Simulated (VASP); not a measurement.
# KSiRu: single point with PBE

System: KSiRu, a sheet with vacuum.

```
K Si Ru
1.0
     4.55221    0.00000    0.00000
     0.00000    4.55221    0.00000
     0.00000    0.00000   28.68315
K Si Ru
1 1 1
Direct
  0.00000 0.00000 0.29255
  0.50000 0.50000 0.33841
  0.50000 0.50000 0.26538
```

- Program: VASP 6.6.1
- Task: single point
- Functional: PBE
- Potentials or basis: VASP PAW PBE potentials, release 64 (K_sv, Si, Ru_sv)
- Cutoff: 420 eV
- k mesh: 10 × 10 × 1
- Occupations: gaussian, width 0.1 eV
- Spin: no spin polarisation

| Quantity | Value |
| --- | --- |
| Largest force | 0.029 eV/Å |
| Band gap on the k mesh | zero (an odd number of electrons rules out a gap without spin polarisation) |

Forces in eV/Å, atoms in the order of the input:
```
K    0.000  0.000  0.002
Si   0.000  0.000  0.027
Ru   0.000  0.000 -0.029
```

Levels at points of the mesh, in eV from the Fermi level:
```csv
k point,band 12,band 13,band 14,band 15,band 16,band 17,band 18,band 19
"(0.00, 0.00, 0.00)",-1.49,-1.25,-0.70,-0.24,1.43,1.89,1.89,3.61
"(0.50, 0.00, 0.00)",-1.54,-0.60,-0.15,0.15,0.39,1.95,2.34,2.49
"(0.50, 0.50, 0.00)",-1.47,-0.46,0.11,0.50,0.67,0.67,3.13,3.13
```

Run time: 4.9 min on 1 thread of AMD EPYC 7R43 64-Core Processor (Zen 3), on a shared host, peak memory 0.52 GiB.
